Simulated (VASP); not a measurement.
# BeS (a.bB) (F-43m) in VASP: notebook

BeS (a.bB) is run at these levels: PBEsol; tasks: single point, relaxation of cell and atoms.

All numbers are computed with VASP 6.6.1; they aren't measurements. Logs are shortened: lines on timing, memory, paths and dates and some standing lists are left out, and cuts for length are marked.

**1. The cell of the first run**

Symmetry: F-43m, No. 216, cubic system. Conventional cell: a = 4.838 Å, b = 4.838 Å, c = 4.838 Å, α = 90.00°, β = 90.00°, γ = 90.00°. Be (site symmetry -43m) has 4 S at 2.09 Å within 2.8 Å. S (site symmetry -43m) has 4 Be at 2.09 Å within 2.8 Å.

**2. Single point, PBEsol**

Contents of INCAR:

```
SYSTEM = BeS
ALGO = Normal ; EDIFF = 1E-6
ENCUT = 600 ; GGA = PS
GGA_COMPAT = .FALSE. ; ISIF = 2
ISMEAR = 0 ; LASPH = .TRUE.
LCHARG = .FALSE. ; LREAL = .FALSE.
LWAVE = .FALSE. ; NBANDS = 11
NELM = 120 ; PREC = Accurate
SIGMA = 0.02
```

Contents of KPOINTS:

```
k-points
0
G
  8 8 8
  0 0 0
```

Contents of POSCAR:

```
BeS
1.0
    0.0000000000      2.4188488888      2.4188488888
    2.4188488888      0.0000000000      2.4188488888
    2.4188488888      2.4188488888      0.0000000000
Be S
1 1
Direct
    0.0000000000      0.0000000000      0.0000000000
    0.2500000000      0.2500000000      0.2500000000
```

Potentials or basis: VASP PAW PBE potentials, release 64 (Be, S).

The run is started by

```bash
cat potpaw_PBE.64/Be/POTCAR potpaw_PBE.64/S/POTCAR > POTCAR
mpirun -np 1 vasp_std > vasp.out
```

OUTCAR:

```text
SYSTEM = BeS
   EDIFF = 1E-6
   ENCUT = 600
   GGA = PS
   ISIF = 2
   ISMEAR = 0
   LASPH = .TRUE.
   LREAL = .FALSE.
   NELM = 120
   PREC = Accurate

 ion  position               nearest neighbor table
   1  0.000  0.000  0.000-   2 2.09   2 2.09   2 2.09   2 2.09
   2  0.250  0.250  0.250-   1 2.09   1 2.09   1 2.09   1 2.09

  LATTYP: Found a face centered cubic cell.
 ALAT       =     4.8376977776

  Lattice vectors:

 A1 = (   0.0000000000,   2.4188488888,   2.4188488888)
 A2 = (   2.4188488888,   0.0000000000,   2.4188488888)
 A3 = (   2.4188488888,   2.4188488888,   0.0000000000)

Analysis of symmetry for initial positions (statically):
=====================================================================
 Subroutine PRICEL returns:
 Original cell was already a primitive cell.

 Routine SETGRP: Setting up the symmetry group for a
 face centered cubic supercell.

 Subroutine GETGRP returns: Found 24 space group operations
 (whereof 24 operations were pure point group operations)
 out of a pool of 48 trial point group operations.

The static configuration has the point symmetry T_d .

Analysis of symmetry for dynamics (positions and initial velocities):
=====================================================================
 Subroutine PRICEL returns:
 Original cell was already a primitive cell.

 Routine SETGRP: Setting up the symmetry group for a
 face centered cubic supercell.

 Subroutine GETGRP returns: Found 24 space group operations
 (whereof 24 operations were pure point group operations)
 out of a pool of 48 trial point group operations.

The dynamic configuration has the point symmetry T_d .

 Subroutine INISYM returns: Found 24 space group operations
 (whereof 24 operations are pure point group operations),
 and found     1 'primitive' translations

----------------------------------------------------------------------------------------

                                     Primitive cell

  volume of cell :      28.3045

  direct lattice vectors                    reciprocal lattice vectors
     0.000000000  2.418848889  2.418848889    -0.206709895  0.206709895  0.206709895
     2.418848889  0.000000000  2.418848889     0.206709895 -0.206709895  0.206709895
     2.418848889  2.418848889  0.000000000     0.206709895  0.206709895 -0.206709895

  length of vectors
     3.420768904  3.420768904  3.420768904     0.358032041  0.358032041  0.358032041

  position of ions in fractional coordinates (direct lattice)
     0.000000000  0.000000000  0.000000000
     0.250000000  0.250000000  0.250000000

  ion indices of the primitive-cell ions
   primitive index   ion index
                 1           1
                 2           2

----------------------------------------------------------------------------------------

 KPOINTS: k-points

Automatic generation of k-mesh.
 Grid dimensions read from file:
 generate k-points for:    8    8    8

 Generating k-lattice:

  Cartesian coordinates                     Fractional coordinates (reciprocal lattice)
    -0.025838737  0.025838737  0.025838737     0.125000000  0.000000000  0.000000000
     0.025838737 -0.025838737  0.025838737     0.000000000  0.125000000  0.000000000
     0.025838737  0.025838737 -0.025838737     0.000000000  0.000000000  0.125000000

  Length of vectors
     0.044754005  0.044754005  0.044754005

  Shift w.r.t. Gamma in fractional coordinates (k-lattice)
     0.000000000  0.000000000  0.000000000

 Subroutine IBZKPT returns following result:
 ===========================================

 Found     29 irreducible k-points:

 Following reciprocal coordinates:
            Coordinates               Weight
  0.000000  0.000000  0.000000      1.000000
  0.125000  0.000000  0.000000      8.000000
  0.250000  0.000000  0.000000      8.000000
  0.375000  0.000000  0.000000      8.000000
  0.500000  0.000000  0.000000      4.000000
  0.125000  0.125000  0.000000      6.000000
[... 16 lines left out ...]
  0.500000  0.250000  0.125000     48.000000
 -0.375000  0.250000  0.125000     24.000000
 [... further k-points ...]
   k-points           NKPTS =     29   k-points in BZ     NKDIM =     29   number of bands    NBANDS=     11
   number of dos      NEDOS =    301   number of ions     NIONS =      2
   total plane-waves  NPLWV =  21952
   dimension x,y,z NGX =    28 NGY =   28 NGZ =   28
   dimension x,y,z NGXF=    56 NGYF=   56 NGZF=   56
   ions per type =               1   1
   NGX,Y,Z   is equivalent  to a cutoff of  13.61, 13.61, 13.61 a.u.
   NGXF,Y,Z  is equivalent  to a cutoff of  27.22, 27.22, 27.22 a.u.
 SYSTEM =  BeS
   PREC   = accura    normal or accurate (medium, high low for compatibility)
   ISTART =      0    job   : 0-new  1-cont  2-samecut
   ICHARG =      2    charge: 1-file 2-atom 10-const
   ISPIN  =      1    spin polarized calculation?
   LNONCOLLINEAR =      F non collinear calculations
   LSORBIT =      F    spin-orbit coupling
   LASPH  =      T    aspherical Exc in radial PAW
   ENCUT  =  600.0 eV  44.10 Ry    6.64 a.u.   6.83  6.83  6.83*2*pi/ulx,y,z
   NELM   =    120;   NELMIN=  2; NELMDL= -5     # of ELM steps
   EDIFF  = 0.1E-05   stopping-criterion for ELM
   LREAL  =      F    real-space projection
   EDIFFG = 0.1E-04   stopping-criterion for IOM
   NSW    =      0    number of steps for IOM
   IBRION =     -1    ionic relax: 0-MD 1-quasi-New 2-CG
   NFREE  =      0    steps in history (QN), initial steepest desc. (CG)
   ISIF   =      2    stress and relaxation
   ISYM   =      2    0-nonsym 1-usesym 2-fastsym
   POTIM  = 0.5000    time-step for ionic-motion
   TEBEG  =    0.0;   TEEND  =   0.0 temperature during run
   PSTRESS=    0.0 pullay stress
   NELECT =       8.0000    total number of electrons
   NUPDOWN=      -1.0000    fix difference up-down
   EMIN   =  10.00;   EMAX   =-10.00  energy-range for DOS
   EFERMI =   0.00;   METHOD = LEGACY
   ISMEAR =     0;   SIGMA  =   0.02  broadening in eV -4-tet -1-fermi 0-gaus
   EFERMI_NEDOS =   21; number of points for ismear=-14 and -15
   IALGO  =     38    algorithm
   IMIX   =      4    mixing-type and parameters
     AMIX     =   0.40;   BMIX     =  1.00
     AMIX_MAG =   1.60;   BMIX_MAG =  1.00
  volume/ion in A,a.u.               =      14.15        95.50
  Fermi-wavevector in a.u.,A,eV,Ry     =   1.074367  2.030260 15.704728  1.154265
  Thomas-Fermi vector in A             =   2.210193
   LORBIT       =      0    0 simple, 1 ext, 2 COOP (PROOUT), +10 PAW based schemes
   GGA     = PS    functional components
   LHFCALC =     F    Hartree Fock is set to
   AEXX    =    0.0000 exact exchange contribution
   IVDW    =     0    specifies the selected vdW correction
   LEPSILON=     F    determine dielectric tensor
   LRPA    =     F    only Hartree local field effects (RPA)
 non-spin polarized calculation
 Gauss-broadening in eV      SIGMA  =   0.02
  energy-cutoff  :      600.00
  volume of cell :       28.30
 maximum number of plane-waves:       960
   NGX = 13   NGY = 13   NGZ = 13

 number of electron       8.0000000 magnetization

 Free energy of the ion-electron system (eV)
  ---------------------------------------------------
  ext. energy  EPLUGINS =         0.00000000
  ---------------------------------------------------
  free energy    TOTEN  =       -10.56434469 eV

  energy without entropy =      -10.56434469  energy(sigma->0) =      -10.56434469

 E-fermi :   4.3567     XC(G=0):  -9.9322

 val. band max:        4.2234097483   @ k =   0.0000   0.0000   0.0000
 cond. band min:       7.1342576566   @ k =   0.5000   0.5000   0.0000
 fundamental gap:      2.9108479083
 Fermi energy:         4.3567308702

 k-point     1 :       0.0000    0.0000    0.0000
  band No.  band energies     occupation
      1      -9.5459      2.00000
      2       4.2234      2.00000
      3       4.2234      2.00000
      4       4.2234      2.00000
      5       9.8298      0.00000
      6       9.8298      0.00000
      7       9.8298      0.00000
      8       9.9937      0.00000
      9      17.0331      0.00000
     10      17.0331      0.00000
     11      18.9585      0.00000

 k-point     2 :       0.1250    0.0000    0.0000
  band No.  band energies     occupation
      1      -9.3649      2.00000
      2       2.9904      2.00000
      3       4.0189      2.00000
      4       4.0189      2.00000
      5       9.7401      0.00000
      6      10.1923      0.00000
      7      10.1923      0.00000
      8      11.3258      0.00000
      9      16.3012      0.00000
     10      16.3012      0.00000
     11      18.7549      0.00000

 k-point     3 :       0.2500    0.0000    0.0000
  band No.  band energies     occupation
      1      -8.8650      2.00000
      2       0.8451      2.00000
      3       3.6131      2.00000
      4       3.6131      2.00000
      5       9.6966      0.00000
      6      10.7371      0.00000
      7      10.7371      0.00000
      8      13.4300      0.00000
      9      16.0498      0.00000
     10      16.0498      0.00000
     11      18.2951      0.00000

 k-point     4 :       0.3750    0.0000    0.0000
  band No.  band energies     occupation
      1      -8.2258      2.00000
      2      -0.9502      2.00000
      3       3.2878      2.00000
      4       3.2878      2.00000
      5       9.6504      0.00000
      6      10.7869      0.00000
      7      10.7869      0.00000
      8      14.8613      0.00000
      9      17.4358      0.00000
     10      17.4358      0.00000
     11      18.5329      0.00000

 k-point     5 :       0.5000    0.0000    0.0000
  band No.  band energies     occupation
      1      -7.8899      2.00000
      2      -1.6901      2.00000
      3       3.1693      2.00000
      4       3.1693      2.00000
      5       9.6291      0.00000
      6      10.7036      0.00000
      7      10.7036      0.00000
      8      15.2358      0.00000
      9      19.1855      0.00000
     10      19.1855      0.00000
     11      19.3166      0.00000
[... 211 lines left out ...]
 k-point    21 :       0.5000    0.5000    0.0000
  band No.  band energies     occupation
      1      -7.3333      2.00000
      2      -0.8861      2.00000
      3       1.5238      2.00000
      4       1.5238      2.00000
      5       7.1343      0.00000
      6       9.0283      0.00000
      7      17.0339      0.00000
      8      17.0339      0.00000
      9      19.7276      0.00000
     10      20.6700      0.00000
     11      21.1188      0.00000

 k-point    22 :       0.3750    0.2500    0.1250
  band No.  band energies     occupation
      1      -8.4558      2.00000
      2       0.6148      2.00000
      3       2.0242      2.00000
      4       3.0772      2.00000
      5       9.6495      0.00000
      6      11.4546      0.00000
      7      11.6421      0.00000
      8      12.7569      0.00000
      9      15.7849      0.00000
     10      18.6198      0.00000
     11      20.1392      0.00000

 k-point    23 :       0.5000    0.2500    0.1250
  band No.  band energies     occupation
      1      -7.8923      2.00000
      2      -0.5743      2.00000
      3       1.4824      2.00000
      4       2.5917      2.00000
      5      10.1099      0.00000
      6      10.9606      0.00000
      7      12.6531      0.00000
      8      13.4657      0.00000
      9      16.8093      0.00000
     10      18.5997      0.00000
     11      20.7161      0.00000

 k-point    24 :      -0.3750    0.2500    0.1250
  band No.  band energies     occupation
      1      -7.6069      2.00000
      2      -1.1453      2.00000
      3       1.3891      2.00000
      4       2.3386      2.00000
      5      10.1888      0.00000
      6      10.7440      0.00000
      7      13.3438      0.00000
      8      14.6792      0.00000
      9      15.6097      0.00000
     10      19.5708      0.00000
     11      20.1429      0.00000

 [... further k-points ...]

------------------------ aborting loop because EDIFF is reached ----------------------------------------

  FORCE on cell =-STRESS in cart. coord.  units (eV):
  Direction    XX          YY          ZZ          XY          YZ          ZX
  --------------------------------------------------------------------------------------
  -------------------------------------------------------------------------------------
  Total        0.0368054      0.0368054      0.0368054      0.0000000      0.0000000      0.0000000
  in kB        2.0833694      2.0833694      2.0833694      0.0000000      0.0000000      0.0000000
  external PRESSURE =       2.0833694 kB  Pullay stress =       0.0000000 kB

 VOLUME and BASIS-vectors are now :
 -----------------------------------------------------------------------------
  energy-cutoff  :      600.00
  volume of cell :       28.30
      direct lattice vectors                 reciprocal lattice vectors
     0.000000000  2.418848889  2.418848889    -0.206709895  0.206709895  0.206709895
     2.418848889  0.000000000  2.418848889     0.206709895 -0.206709895  0.206709895
     2.418848889  2.418848889  0.000000000     0.206709895  0.206709895 -0.206709895

 POSITION                                       TOTAL-FORCE (eV/Angst)
 -----------------------------------------------------------------------------------
      0.00000      0.00000      0.00000        -0.000000     -0.000000     -0.000000
      1.20942      1.20942      1.20942         0.000000      0.000000      0.000000
 -----------------------------------------------------------------------------------
    total drift:                               -0.000000     -0.000000      0.000000

  FREE ENERGIE OF THE ION-ELECTRON SYSTEM (eV)
  ---------------------------------------------------
  free  energy   TOTEN  =       -10.5643446938 eV

  energy  without entropy=      -10.5643446938  energy(sigma->0) =      -10.56434469
```

It took 13 s on 1 thread of Intel Xeon Platinum 8488C (Sapphire Rapids), shared host; peak memory 0.15 GiB.

Results:

* Free energy: -10.5643 eV
* Pressure: 0.2 GPa
* Band gap on the k mesh: 2.91 eV, indirect (least direct gap 5.61 eV)

Levels at points of the mesh, in eV from the valence-band top:
```csv
k point,band 1,band 2,band 3,band 4,band 5,band 6,band 7,band 8
"(0.00, 0.00, 0.00)",-13.77,0.00,0.00,0.00,5.61,5.61,5.61,5.77
"(0.50, 0.00, 0.00)",-12.11,-5.91,-1.05,-1.05,5.41,6.48,6.48,11.01
"(0.50, 0.50, 0.00)",-11.56,-5.11,-2.70,-2.70,2.91,4.80,12.81,12.81
```

Caveat: the PAW data sets were made with another functional, which shifts forces and pressure a little. A k mesh can miss the band edges.

(Continued in part 2 of 2.)
